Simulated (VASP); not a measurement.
A run of VASP 6.6.1 is set up as follows.

File INCAR:

```
SYSTEM = Mo
  PREC = Accurate
  ENCUT = 520
  EDIFF = 1E-8
  ISMEAR = -1
  SIGMA = 0.08
  LREAL = .FALSE.
  LASPH = .TRUE.
  NELM = 100
  ALGO = Normal
  ISIF = 2
  LWAVE = .FALSE.
  LCHARG = .FALSE.
  GGA = PE
  LEFG = .TRUE.
  NBANDS = 13
```

Contents of KPOINTS:

```
regular mesh
0
G
  17 17 17
  0 0 0
```

The input POSCAR:

```
Mo
1.0
    0.0000000000      2.0349517926      2.0349517926
    2.0349517926      0.0000000000      2.0349517926
    2.0349517926      2.0349517926      0.0000000000
Mo
1
Direct
    0.0000000000      0.0000000000      0.0000000000
```

Potentials or basis: VASP PAW PBE potentials, release 64 (Mo_sv).

The run is started by

```bash
$ cat potpaw_PBE.64/Mo_sv/POTCAR > POTCAR
$ mpirun -np 1 vasp_std > vasp.out
```

(1) Estimate the band gap on the k mesh.

(2) Estimate the pressure.

Answers

(1) zero (band 7 reaches 14.62 eV, above the bottom of band 8 at 10.38 eV).

(2) -10.3 GPa.

Caveat: without QUAD_EFG the Cq values of the log hold for a quadrupole moment of 1 mb, not for the nuclei.
